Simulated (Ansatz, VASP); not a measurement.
# One calculation of Ag, two programs

File POSCAR:

```
Ag
1.0
    0.0000000000      2.0431000000      2.0431000000
    2.0226690000      0.0000000000      2.0431000000
    2.0226690000      2.0431000000      0.0000000000
Ag
1
Direct
    0.0000000000      0.0000000000      0.0000000000
```

The input INCAR.step1:

```
SYSTEM = Ag
PREC = Accurate
ENCUT = 520
ISMEAR = 0
SIGMA = 0.15
LREAL = .FALSE.
LASPH = .TRUE.
NELM = 80
NBANDS = 12
GGA = PE
ALGO = Normal
EDIFF = 1E-4
LWAVE = .TRUE.
LCHARG = .FALSE.
```

File INCAR.step2:

```
SYSTEM = Ag
PREC = Accurate
ENCUT = 520
EDIFF = 1E-7
ISMEAR = 0
SIGMA = 0.15
LREAL = .FALSE.
LASPH = .TRUE.
NELM = 80
ALGO = Normal
ISIF = 2
LWAVE = .FALSE.
LCHARG = .TRUE.
METAGGA = R2SCAN
LMIXTAU = .TRUE.
LELF = .TRUE.
LVHAR = .TRUE.
NBANDS = 12
ISTART = 1
```

Contents of KPOINTS:

```
Automatic mesh
0
G
  20 20 20
  0 0 0
```

Input for Ansatz:

```yaml
crystal:
  lattice:
    - [0.0, 2.0431, 2.0431]
    - [2.022669, 0.0, 2.0431]
    - [2.022669, 2.0431, 0.0]
  atoms:
    - { symbol: Ag, position: [0.0, 0.0, 0.0] }
basis:
  ecutwfc: 500
kpoints:
  mp_grid: { grid: [20, 20, 20] }
hamiltonian:
  xc: r2scan
scf:
  occupations: { method: gaussian, width: 0.15 }
output:
  forces: true
  stress: true
  eigenvalues: true
```

Change from the starting cell: strain -0.0100 x Voigt [1, 0, 0, 0, 0, 0], atoms carried along.

Alike in both runs: task single point; functional r2SCAN; k mesh 20 × 20 × 20; occupations gaussian, width 0.15 eV; no spin polarisation.

|  | VASP | Ansatz |
| --- | --- | --- |
| version | VASP 6.6.1 | Ansatz 0.2.0 |
| potentials or method | VASP PAW PBE potentials, release 64 (Ag), cutoff 520 eV | scalar-relativistic, plane waves, PAW |
| valence electrons in the cell | 11 | 19 |

|  | VASP | Ansatz | Ansatz less VASP |
| --- | --- | --- | --- |
| gap on the k mesh at the Fermi level (eV) | none | none | - |
| pressure (GPa) | 2.7 | 2.6 | -0.17 |
| traceless stress, the component that is largest in VASP (GPa) | 0.25 | 0.24 | -0.005 |

VASP's potentials were made for PBE, not for r2SCAN. A gap of «none» marks a metal or a gap that the smearing closes. With one functional, cell and mesh, what is left measures potentials, basis and numerics. VASP's potentials hold 11 valence electrons a cell and Ansatz's 19, so a difference there can come from the potentials and not from the codes.
